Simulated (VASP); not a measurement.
# Sb (P6_3/mmc) in VASP: notebook

The runs below take Sb through electric field gradients, with PBE.

Program: VASP 6.6.1. These are calculated values, not measurements. Logs are shortened: lines on timing, memory, paths and dates and some standing lists are left out, and cuts for length are marked.

## Step 1: The cell of the first run

Symmetry: P6_3/mmc, No. 194, hexagonal system. The conventional cell has a = 3.387 Å, b = 3.387 Å, c = 5.197 Å, α = 90.00°, β = 90.00°, γ = 120.00°. Sb (site symmetry -6m2) has 12 Sb at 3.25 to 3.39 Å within 4.3 Å.

This isn't the form of Sb at room conditions, which is rhombohedral.

## Step 2: Electric field gradients, PBE (25.81 Å³/atom)

Contents of INCAR:

```
ALGO = Normal ; EDIFF = 1E-8
ENCUT = 520 ; GGA = PE
ISIF = 2 ; ISMEAR = -1
LASPH = True ; LCHARG = False
LEFG = True ; LREAL = False
LWAVE = False ; NBANDS = 12
NELM = 100 ; PREC = Accurate
SIGMA = 0.05
```

Contents of KPOINTS:

```
k-points
0
Gamma
  13 13 7
```

Contents of POSCAR:

```
Sb
1.0
    3.3865791545      0.0000000000      0.0000000000
   -1.6932895772      2.9328635797      0.0000000000
    0.0000000000      0.0000000000      5.1965900899
Sb
2
Direct
    0.3333333333      0.6666666667      0.2500000000
    0.6666666667      0.3333333333      0.7500000000
```

Potentials or basis: VASP PAW PBE potentials, release 64 (Sb).

Command:

```console
$ cat potpaw_PBE.64/Sb/POTCAR > POTCAR
$ mpirun -np 1 vasp_std > vasp.out
```

OUTCAR:

```text
EDIFF = 1E-8
   ENCUT = 520
   GGA = PE
   ISIF = 2
   ISMEAR = -1
   LASPH = True
   LREAL = False
   NELM = 100
   PREC = Accurate

 ion  position               nearest neighbor table
   1  0.333  0.667  0.250-   2 3.25   2 3.25   2 3.25   2 3.25   2 3.25   2 3.25
   2  0.667  0.333  0.750-   1 3.25   1 3.25   1 3.25   1 3.25   1 3.25   1 3.25

  LATTYP: Found a hexagonal cell.
 ALAT       =     3.3865791545
 C/A-ratio  =     1.5344658586

  Lattice vectors:

 A1 = (   3.3865791545,   0.0000000000,   0.0000000000)
 A2 = (  -1.6932895772,   2.9328635797,   0.0000000000)
 A3 = (   0.0000000000,   0.0000000000,   5.1965900899)

Analysis of symmetry for initial positions (statically):
=====================================================================
 Subroutine PRICEL returns:
 Original cell was already a primitive cell.

 Routine SETGRP: Setting up the symmetry group for a
 hexagonal supercell.

 Subroutine GETGRP returns: Found 24 space group operations
 (whereof 12 operations were pure point group operations)
 out of a pool of 24 trial point group operations.

The static configuration has the point symmetry D_3d.
 The point group associated with its full space group is D_6h.

Analysis of symmetry for dynamics (positions and initial velocities):
=====================================================================
 Subroutine PRICEL returns:
 Original cell was already a primitive cell.

 Routine SETGRP: Setting up the symmetry group for a
 hexagonal supercell.

 Subroutine GETGRP returns: Found 24 space group operations
 (whereof 12 operations were pure point group operations)
 out of a pool of 24 trial point group operations.

The dynamic configuration has the point symmetry D_3d.
 The point group associated with its full space group is D_6h.

 Subroutine INISYM returns: Found 24 space group operations
 (whereof 12 operations are pure point group operations),
 and found     1 'primitive' translations

----------------------------------------------------------------------------------------

                                     Primitive cell

  volume of cell :      51.6145

  direct lattice vectors                    reciprocal lattice vectors
     3.386579155  0.000000000  0.000000000     0.295283221  0.170481847  0.000000000
    -1.693289577  2.932863580  0.000000000     0.000000000  0.340963694  0.000000000
     0.000000000  0.000000000  5.196590090     0.000000000  0.000000000  0.192433881

  length of vectors
     3.386579155  3.386579154  5.196590090     0.340963694  0.340963694  0.192433881

  position of ions in fractional coordinates (direct lattice)
     0.333333333  0.666666667  0.250000000
     0.666666667  0.333333333  0.750000000

  ion indices of the primitive-cell ions
   primitive index   ion index
                 1           1
                 2           2

----------------------------------------------------------------------------------------

 KPOINTS: k-points

Automatic generation of k-mesh.
 Grid dimensions read from file:
 generate k-points for:   13   13    7

 Generating k-lattice:

  Cartesian coordinates                     Fractional coordinates (reciprocal lattice)
     0.022714094  0.013113988  0.000000000     0.076923077  0.000000000  0.000000000
     0.000000000  0.026227976  0.000000000     0.000000000  0.076923077  0.000000000
     0.000000000  0.000000000  0.027490554     0.000000000  0.000000000  0.142857143

  Length of vectors
     0.026227976  0.026227976  0.027490554

  Shift w.r.t. Gamma in fractional coordinates (k-lattice)
     0.000000000  0.000000000  0.000000000

 Subroutine IBZKPT returns following result:
 ===========================================

 Found     84 irreducible k-points:

 Following reciprocal coordinates:
            Coordinates               Weight
  0.000000  0.000000  0.000000      1.000000
  0.076923 -0.000000  0.000000      6.000000
  0.153846 -0.000000  0.000000      6.000000
  0.230769  0.000000  0.000000      6.000000
  0.307692 -0.000000  0.000000      6.000000
  0.384615  0.000000  0.000000      6.000000
[... 16 lines left out ...]
  0.076923 -0.000000  0.142857     12.000000
  0.153846 -0.000000  0.142857     12.000000
 [... further k-points ...]
   k-points           NKPTS =     84   k-points in BZ     NKDIM =     84   number of bands    NBANDS=     12
   number of dos      NEDOS =    301   number of ions     NIONS =      2
   total plane-waves  NPLWV =  31360
   dimension x,y,z NGX =    28 NGY =   28 NGZ =   40
   dimension x,y,z NGXF=    56 NGYF=   56 NGZF=   80
   ions per type =               2
   NGX,Y,Z   is equivalent  to a cutoff of  13.75, 13.75, 12.80 a.u.
   NGXF,Y,Z  is equivalent  to a cutoff of  27.49, 27.49, 25.59 a.u.
 SYSTEM =  unknown system
   PREC   = accura    normal or accurate (medium, high low for compatibility)
   ISTART =      0    job   : 0-new  1-cont  2-samecut
   ICHARG =      2    charge: 1-file 2-atom 10-const
   ISPIN  =      1    spin polarized calculation?
   LNONCOLLINEAR =      F non collinear calculations
   LSORBIT =      F    spin-orbit coupling
   LASPH  =      T    aspherical Exc in radial PAW
   ENCUT  =  520.0 eV  38.22 Ry    6.18 a.u.   6.30  6.30  9.66*2*pi/ulx,y,z
   NELM   =    100;   NELMIN=  2; NELMDL= -5     # of ELM steps
   EDIFF  = 0.1E-07   stopping-criterion for ELM
   LREAL  =      F    real-space projection
   EDIFFG = 0.1E-06   stopping-criterion for IOM
   NSW    =      0    number of steps for IOM
   IBRION =     -1    ionic relax: 0-MD 1-quasi-New 2-CG
   NFREE  =      0    steps in history (QN), initial steepest desc. (CG)
   ISIF   =      2    stress and relaxation
   ISYM   =      2    0-nonsym 1-usesym 2-fastsym
   POTIM  = 0.5000    time-step for ionic-motion
   TEBEG  =    0.0;   TEEND  =   0.0 temperature during run
   PSTRESS=    0.0 pullay stress
   NELECT =      10.0000    total number of electrons
   NUPDOWN=      -1.0000    fix difference up-down
   EMIN   =  10.00;   EMAX   =-10.00  energy-range for DOS
   EFERMI =   0.00;   METHOD = LEGACY
   ISMEAR =    -1;   SIGMA  =   0.05  broadening in eV -4-tet -1-fermi 0-gaus
   EFERMI_NEDOS =   21; number of points for ismear=-14 and -15
   IALGO  =     38    algorithm
   IMIX   =      4    mixing-type and parameters
     AMIX     =   0.40;   BMIX     =  1.00
     AMIX_MAG =   1.60;   BMIX_MAG =  1.00
  volume/ion in A,a.u.               =      25.81       174.16
  Fermi-wavevector in a.u.,A,eV,Ry     =   0.947293  1.790124 12.209378  0.897364
  Thomas-Fermi vector in A             =   2.075372
   LORBIT       =      0    0 simple, 1 ext, 2 COOP (PROOUT), +10 PAW based schemes
   GGA     = PE    functional components
   LHFCALC =     F    Hartree Fock is set to
   AEXX    =    0.0000 exact exchange contribution
   IVDW    =     0    specifies the selected vdW correction
   LEPSILON=     F    determine dielectric tensor
   LRPA    =     F    only Hartree local field effects (RPA)
 non-spin polarized calculation
  energy-cutoff  :      520.00
  volume of cell :       51.61
 maximum number of plane-waves:      1411
 NGX is ok and might be reduce to    28
   NGX = 13   NGY = 13   NGZ = 19

 number of electron      10.0000000 magnetization

 Free energy of the ion-electron system (eV)
  ---------------------------------------------------
  ext. energy  EPLUGINS =         0.00000000
  ---------------------------------------------------
  free energy    TOTEN  =        -7.69480756 eV

  energy without entropy =       -7.68372498  energy(sigma->0) =       -7.68926627

 E-fermi :   9.1034     XC(G=0): -10.4166

 val. band max:        9.0890475724   @ k =   0.4615   0.0000   0.0000
 cond. band min:       9.1078453640   @ k =   0.3846   0.1538   0.0000
 fundamental gap:      0.0187977916
 Fermi energy:         9.1033611001

 k-point     1 :       0.0000    0.0000    0.0000
  band No.  band energies     occupation
      1      -4.1902      2.00000
      2       0.4485      2.00000
      3       3.1246      2.00000
      4      12.1396      0.00000
      5      12.1396      0.00000
      6      14.0930      0.00000
      7      14.0930      0.00000
      8      15.6765      0.00000
      9      16.1757      0.00000
     10      17.7399      0.00000
     11      18.9308      0.00000
     12      18.9308      0.00000

 k-point     2 :       0.0769   -0.0000    0.0000
  band No.  band energies     occupation
      1      -4.0872      2.00000
      2       0.5342      2.00000
      3       3.2328      2.00000
      4      11.0973      0.00000
      5      11.7441      0.00000
      6      13.5867      0.00000
      7      14.2680      0.00000
      8      15.3889      0.00000
      9      16.7323      0.00000
     10      17.4984      0.00000
     11      18.8840      0.00000
     12      19.4045      0.00000

 k-point     3 :       0.1538   -0.0000    0.0000
  band No.  band energies     occupation
      1      -3.7791      2.00000
      2       0.7835      2.00000
      3       3.5553      2.00000
      4       9.2026      0.24153
      5      10.9893      0.00000
      6      12.3788      0.00000
      7      14.3042      0.00000
      8      14.5022      0.00000
      9      15.8108      0.00000
     10      18.4750      0.00000
     11      18.6950      0.00000
     12      19.2769      0.00000
[... 286 lines left out ...]
 k-point    23 :       0.0769   -0.0000    0.1429
  band No.  band energies     occupation
      1      -3.9711      2.00000
      2      -0.1467      2.00000
      3       4.1393      2.00000
      4      11.2009      0.00000
      5      11.8443      0.00000
      6      13.4192      0.00000
      7      14.1201      0.00000
      8      14.5624      0.00000
      9      16.7231      0.00000
     10      17.5387      0.00000
     11      18.5605      0.00000
     12      18.8573      0.00000

 k-point    24 :       0.1538   -0.0000    0.1429
  band No.  band energies     occupation
      1      -3.6633      2.00000
      2       0.1260      2.00000
      3       4.4247      2.00000
      4       9.3256      0.02322
      5      11.1001      0.00000
      6      12.0473      0.00000
      7      14.0278      0.00000
      8      14.0641      0.00000
      9      15.9249      0.00000
     10      18.1690      0.00000
     11      18.4297      0.00000
     12      18.9959      0.00000

 [... further k-points ...]

------------------------ aborting loop because EDIFF is reached ----------------------------------------

  FORCE on cell =-STRESS in cart. coord.  units (eV):
  Direction    XX          YY          ZZ          XY          YZ          ZX
  --------------------------------------------------------------------------------------
  -------------------------------------------------------------------------------------
  Total        1.2243762      1.2243762      1.2870202      0.0000000      0.0000000      0.0000000
  in kB       38.0061517     38.0061517     39.9506988      0.0000000      0.0000000      0.0000000
  external PRESSURE =      38.6543340 kB  Pullay stress =       0.0000000 kB

 VOLUME and BASIS-vectors are now :
 -----------------------------------------------------------------------------
  energy-cutoff  :      520.00
  volume of cell :       51.61
      direct lattice vectors                 reciprocal lattice vectors
     3.386579155  0.000000000  0.000000000     0.295283221  0.170481847  0.000000000
    -1.693289577  2.932863580  0.000000000     0.000000000  0.340963694  0.000000000
     0.000000000  0.000000000  5.196590090     0.000000000  0.000000000  0.192433881

 POSITION                                       TOTAL-FORCE (eV/Angst)
 -----------------------------------------------------------------------------------
     -0.00000      1.95524      1.29915        -0.000000      0.000000      0.000000
      1.69329      0.97762      3.89744         0.000000     -0.000000      0.000000
 -----------------------------------------------------------------------------------
    total drift:                               -0.000000      0.000000     -0.000000

  FREE ENERGIE OF THE ION-ELECTRON SYSTEM (eV)
  ---------------------------------------------------
  free  energy   TOTEN  =        -7.6948075627 eV

  energy  without entropy=       -7.6837249763  energy(sigma->0) =       -7.68926627

 Electric field gradients (V/A^2)
---------------------------------------------------------------------
 ion       V_xx      V_yy      V_zz      V_xy      V_xz      V_yz
---------------------------------------------------------------------
   1      -9.044    -9.044    18.088     0.000     0.000    -0.000
   2      -9.044    -9.044    18.088     0.000    -0.000     0.000
---------------------------------------------------------------------

 Electric field gradients after diagonalization (V/A^2)
 (convention: |V_zz| > |V_xx| > |V_yy|)
----------------------------------------------------------------------
 ion       V_xx      V_yy      V_zz     asymmetry (V_yy - V_xx)/ V_zz
----------------------------------------------------------------------
   1      -9.044    -9.044    18.088       0.000
   2      -9.044    -9.044    18.088       0.000
----------------------------------------------------------------------

           NMR quadrupolar parameters

 Cq : quadrupolar parameter    Cq=e*Q*V_zz/h
 eta: asymmetry parameters     (V_yy - V_xx)/ V_zz
 Q  : nuclear electric quadrupole moment in mb (millibarn)
----------------------------------------------------------------------
 ion       Cq(MHz)       eta       Q (mb)
----------------------------------------------------------------------
   1       0.044       0.000       1.000
   2       0.044       0.000       1.000
----------------------------------------------------------------------
```

It took 70 s on 1 thread of Intel Xeon 8259CL, shared host; peak memory 0.2 GiB.

Results:

| Property | Result |
| --- | --- |
| Free energy | -7.6948 eV |
| Pressure | 3.9 GPa |
| Band gap on the k mesh | zero (bands 5 and 6 overlap by 6.57 eV) |
| Largest electric field gradient by atom | Sb +18.1 V/Å² |

Stress tensor (GPa, compression positive):
```
3.80 0.00 0.00
0.00 3.80 0.00
0.00 0.00 4.00
```

Levels at points of the mesh, in eV from the Fermi level:
| k point | band 2 | band 3 | band 4 | band 5 | band 6 | band 7 | band 8 | band 9 |
| --- | --- | --- | --- | --- | --- | --- | --- | --- |
| (0.00, 0.00, 0.00) | -8.65 | -5.98 | 3.04 | 3.04 | 4.99 | 4.99 | 6.57 | 7.07 |

Electric field gradients, principal values (V/Å²):
```
atom   least  middle  greatest (by size)
1 Sb  -9.044  -9.044              18.088
2 Sb  -9.044  -9.044              18.088
```

Caveat: the cell stands under pressure; without QUAD_EFG the Cq values of the log hold for a quadrupole moment of 1 mb, not for the nuclei; spin-orbit coupling is left out, which moves the levels of the heavy elements.

## Step 3: Electric field gradients, PBE (26.62 Å³/atom)

This run uses another cell than the first one, of 26.62 Å³/atom.

Contents of INCAR:

```
SYSTEM = Sb
PREC = Accurate ; ENCUT = 520
EDIFF = 1E-8 ; ISMEAR = -1
SIGMA = 0.05 ; LREAL = .False.
LASPH = .True. ; NELM = 80
ALGO = Normal ; ISIF = 2
LWAVE = .False. ; LCHARG = .False.
GGA = PE ; LEFG = .True.
NBANDS = 12
```

Contents of KPOINTS:

```
regular mesh
0
Gamma
  13 13 7
  0 0 0
```

Contents of POSCAR:

```
Sb
1.0
    3.4216234127      0.0000000000      0.0000000000
   -1.7108117063      2.9632127976      0.0000000000
    0.0000000000      0.0000000000      5.2503643077
Sb
2
Direct
    0.3333333333      0.6666666667      0.2500000000
    0.6666666667      0.3333333333      0.7500000000
```

Potentials or basis: VASP PAW PBE potentials, release 64 (Sb).

Command:

```console
$ cat potpaw_PBE.64/Sb/POTCAR > POTCAR
$ mpirun -np 1 vasp_std > vasp.out
```

OUTCAR:

```text
SYSTEM = Sb
   PREC = Accurate
   ENCUT = 520
   EDIFF = 1E-8
   ISMEAR = -1
   LREAL = .False.
   LASPH = .True.
   NELM = 80
   ISIF = 2
   GGA = PE

 ion  position               nearest neighbor table
   1  0.333  0.667  0.250-   2 3.29   2 3.29   2 3.29   2 3.29   2 3.29   2 3.29
   2  0.667  0.333  0.750-   1 3.29   1 3.29   1 3.29   1 3.29   1 3.29   1 3.29

  LATTYP: Found a hexagonal cell.
 ALAT       =     3.4216234127
 C/A-ratio  =     1.5344658586

  Lattice vectors:

 A1 = (   3.4216234127,   0.0000000000,   0.0000000000)
 A2 = (  -1.7108117063,   2.9632127976,   0.0000000000)
[... 575 lines left out ...]
  free  energy   TOTEN  =        -7.7226827794 eV

  energy  without entropy=       -7.7110970713  energy(sigma->0) =       -7.71688993

 Electric field gradients (V/A^2)
---------------------------------------------------------------------
 ion       V_xx      V_yy      V_zz      V_xy      V_xz      V_yz
---------------------------------------------------------------------
   1      -8.625    -8.625    17.251     0.000     0.000    -0.000
   2      -8.625    -8.625    17.251     0.000    -0.000     0.000
---------------------------------------------------------------------

 Electric field gradients after diagonalization (V/A^2)
 (convention: |V_zz| > |V_xx| > |V_yy|)
----------------------------------------------------------------------
 ion       V_xx      V_yy      V_zz     asymmetry (V_yy - V_xx)/ V_zz
----------------------------------------------------------------------
   1      -8.626    -8.625    17.251       0.000
   2      -8.626    -8.625    17.251       0.000
----------------------------------------------------------------------

           NMR quadrupolar parameters

 Cq : quadrupolar parameter    Cq=e*Q*V_zz/h
 eta: asymmetry parameters     (V_yy - V_xx)/ V_zz
 Q  : nuclear electric quadrupole moment in mb (millibarn)
----------------------------------------------------------------------
 ion       Cq(MHz)       eta       Q (mb)
----------------------------------------------------------------------
   1       0.042       0.000       1.000
   2       0.042       0.000       1.000
----------------------------------------------------------------------
```

OSZICAR:

```text
N       E                     dE             d eps       ncg     rms          rms(c)
DAV:   1     0.339410972221E+02    0.33941E+02   -0.35513E+03  2016   0.659E+02
DAV:   2    -0.594713175433E+01   -0.39888E+02   -0.38640E+02  2648   0.109E+02
DAV:   3    -0.771780188293E+01   -0.17707E+01   -0.17471E+01  2524   0.252E+01
DAV:   4    -0.773149984039E+01   -0.13698E-01   -0.13696E-01  2320   0.266E+00
DAV:   5    -0.773163908231E+01   -0.13924E-03   -0.13924E-03  2420   0.300E-01    0.248E+00
DAV:   6    -0.772574642343E+01    0.58927E-02   -0.33666E-03  2296   0.305E-01    0.141E+00
DAV:   7    -0.772265154539E+01    0.30949E-02   -0.66867E-03  2180   0.431E-01    0.475E-02
DAV:   8    -0.772268249422E+01   -0.30949E-04   -0.11892E-04  2496   0.772E-02    0.148E-02
DAV:   9    -0.772268402173E+01   -0.15275E-05   -0.32187E-06  2300   0.132E-02    0.314E-03
DAV:  10    -0.772268327933E+01    0.74240E-06   -0.23098E-07  2340   0.310E-03    0.266E-03
DAV:  11    -0.772268267509E+01    0.60424E-06   -0.91260E-09  1724   0.731E-04    0.268E-04
DAV:  12    -0.772268275417E+01   -0.79088E-07   -0.94250E-10  1316   0.233E-04    0.407E-05
DAV:  13    -0.772268276977E+01   -0.15599E-07   -0.16310E-10  1236   0.100E-04    0.685E-06
DAV:  14    -0.772268277944E+01   -0.96717E-08   -0.36021E-11  1136   0.442E-05
   1 F= -.77226828E+01 E0= -.77168899E+01  d E =-.115857E-01
```

Wall time 64 s (1 thread of Intel Xeon 8259CL, shared host); peak memory 0.2 GiB.

Results:

| Quantity | Value |
| --- | --- |
| Free energy | -7.7227 eV |
| Pressure | 1.7 GPa |
| Band gap on the k mesh | zero (bands 5 and 6 overlap by 6.30 eV) |
| Largest electric field gradient by atom | Sb +17.3 V/Å² |

Electric field gradients, principal values (V/Å²):
| atom | least | middle | greatest (by size) |
| --- | --- | --- | --- |
| 1 Sb | -8.625 | -8.626 | 17.251 |
| 2 Sb | -8.625 | -8.626 | 17.251 |

Caveat: without QUAD_EFG the Cq values of the log hold for a quadrupole moment of 1 mb, not for the nuclei; spin-orbit coupling is left out, which moves the levels of the heavy elements.

(Continued in part 2 of 2.)
